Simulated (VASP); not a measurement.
A run of VASP 6.6.1 is set up as follows.

The input INCAR:

```
PREC = Accurate
ENCUT = 600
EDIFF = 1E-6
ISMEAR = 0
SIGMA = 0.01
LREAL = False
LASPH = True
NELM = 120
ALGO = Normal
ISIF = 2
LWAVE = False
LCHARG = False
GGA = PE
NBANDS = 16
GGA_COMPAT = False
```

KPOINTS

```
Automatic mesh
0
Gamma
  6 6 6
```

Contents of POSCAR:

```
CuI
1.0
    0.0000000000      3.0695449876      3.0695449876
    3.0695449876      0.0000000000      3.0695449876
    3.0695449876      3.0695449876      0.0000000000
Cu I
1 1
Direct
    0.2500000000      0.2500000000      0.2500000000
    0.0000000000      0.0000000000      0.0000000000
```

Potentials or basis: VASP PAW PBE potentials, release 64 (Cu, I).

Launch:

```bash
$ cat potpaw_PBE.64/Cu/POTCAR potpaw_PBE.64/I/POTCAR > POTCAR
$ mpirun -np 1 vasp_std > vasp.out
```

Q: What does it give for the pressure?

A: -0.6 GPa.

Q: Estimate the band gap on the k mesh.

A: 1.05 eV.

Caveat: spin-orbit coupling is left out, which moves the levels of the heavy elements. PBE gaps usually lie below the measured ones, often by a third to a half.
